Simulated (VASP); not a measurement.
Al3GaN4, 16 atoms in the cell. It takes space group Pm (No. 6, monoclinic). The conventional cell has a = 5.038 Å, b = 3.125 Å, c = 10.521 Å, α = 90.00°, β = 90.04°, γ = 90.00°. Al (site symmetry m) has 4 N at 1.88 to 1.90 Å within 2.5 Å. Within 2.5 Å of Al (site symmetry m) lie 4 N at 1.88 to 1.90 Å. Al (site symmetry m) has 4 N at 1.89 to 1.90 Å within 2.5 Å. Within 2.5 Å of Al (site symmetry m) lie 4 N at 1.89 to 1.90 Å. Within 2.1 Å of Al (site symmetry m) lie 4 N at 1.61 to 1.90 Å. Within 2.5 Å of Al (site symmetry m) lie 4 N at 1.89 to 1.90 Å. Within 2.2 Å of Ga (site symmetry m) lie 4 N at 1.66 to 1.96 Å. Within 2.6 Å of Ga (site symmetry m) lie 4 N at 1.93 to 1.96 Å.  This cell differs from its parent crystal: the distance across one plane changed.

| Item | Value |
| --- | --- |
| Program | VASP 6.6.1 |
| Task | single point |
| Functional | r2SCAN |
| Potentials or basis | VASP PAW PBE potentials, release 64 (Al, Ga_d, N) |
| Cutoff | 520 eV |
| k mesh | 5 × 7 × 2 |
| Occupations | gaussian, width 0.05 eV |
| Spin | no spin polarisation |
| Dipole correction | no |
| Further INCAR settings | LREAL = Auto; ALGO = Normal; EDIFF = 1e-07; NBANDS = 56 |

Potentials or basis: VASP PAW PBE potentials, release 64 (Al, Ga_d, N).

Command:

```sh
$ cat potpaw_PBE.64/Al/POTCAR potpaw_PBE.64/Ga_d/POTCAR potpaw_PBE.64/N/POTCAR > POTCAR
$ cp INCAR.step1 INCAR
$ mpirun -np 1 vasp_std > vasp.out
$ cp INCAR.step2 INCAR
$ mpirun -np 1 vasp_std > vasp.out
```

Hardware: 1 thread of AMD EPYC 9R45 96-Core Processor (Zen 5) (shared host).

Problem. How long does it take, and how much memory?

Solution. It took 13 min on 1 thread of AMD EPYC 9R45 96-Core Processor (Zen 5), on a shared host, peak memory 0.34 GiB. Counts: k points 24.
